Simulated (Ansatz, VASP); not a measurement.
**Two plane-wave programs on Ta2N**

INCAR

```
ALGO     = Normal         # electronic algorithm
EDIFF    = 1E-6           # SCF threshold, eV
ENCUT    = 520            # plane-wave cutoff, eV
GGA      = PS             # functional
ISIF     = 2              # what is computed and relaxed
ISMEAR   = 0              # smearing method
LASPH    = T              # aspherical terms in the spheres
LCHARG   = F              # write CHGCAR
LREAL    = F              # projectors in reciprocal space
LWAVE    = F              # write WAVECAR
NBANDS   = 20             # bands
NELM     = 100            # most SCF steps
PREC     = Accurate       # precision mode
SIGMA    = 0.15           # smearing width, eV
```

The input KPOINTS:

```
k-points
0
Gamma
  18 18 10
```

File POSCAR:

```
Ta2N
1.0
    2.9050122495      0.0000000000      0.0000000000
   -1.4525061247      2.5158144064      0.0000000000
    0.0000000000      0.0000000000      4.9832580128
Ta N
2 1
Direct
    0.6666666667      0.3333333333      0.7463700642
    0.3333333333      0.6666666667      0.2536299358
    0.0000000000      0.0000000000      0.0000000000
```

Input for Ansatz:

```yaml
crystal:
  lattice:
    - [2.9050122495, 0.0, 0.0]
    - [-1.4525061247, 2.5158144064, 0.0]
    - [0.0, 0.0, 4.9832580128]
  atoms:
    - { symbol: Ta, position: [0.6666666667, 0.3333333333, 0.7463700642] }
    - { symbol: Ta, position: [0.3333333333, 0.6666666667, 0.2536299358] }
    - { symbol: "N", position: [0.0, 0.0, 0.0] }
basis:
  ecutwfc: 520.0
kpoints:
  mp_grid: { grid: [18, 18, 10] }
hamiltonian:
  xc: pbesol
  pseudopotentials: { kind: paw, azcp: { folder: soft_1 } }
scf:
  occupations: { method: gaussian, width: 0.15 }
output:
  forces: true
  stress: true
  eigenvalues: true
```

Alike in both runs: task single point; functional PBEsol; k mesh 18 × 18 × 10; occupations gaussian, width 0.15 eV; no spin polarisation.

```csv
,VASP,Ansatz
version,VASP 6.6.1,Ansatz 0.2.0
potentials or method,"VASP PAW PBE potentials, release 64 (Ta_pv, N), cutoff 520 eV","scalar-relativistic, plane waves, PAW"
valence electrons in the cell,27,31
```

|  | VASP | Ansatz | Ansatz less VASP |
| --- | --- | --- | --- |
| gap on the k mesh at the Fermi level (eV) | none | none | - |
| rms of the force components (eV/Å) | 0.730 | 0.696 | -0.0341 |

VASP's potentials were made for PBE, not for PBEsol, and Ansatz warns of the same on its side. Atom by atom the forces differ by 0.034 eV/Å (rms over components). A gap of «none» marks a metal or a gap that the smearing closes. VASP's potentials hold 27 valence electrons a cell and Ansatz's 31, so a difference there can come from the potentials and not from the codes.

Neither program's run includes spin-orbit coupling.
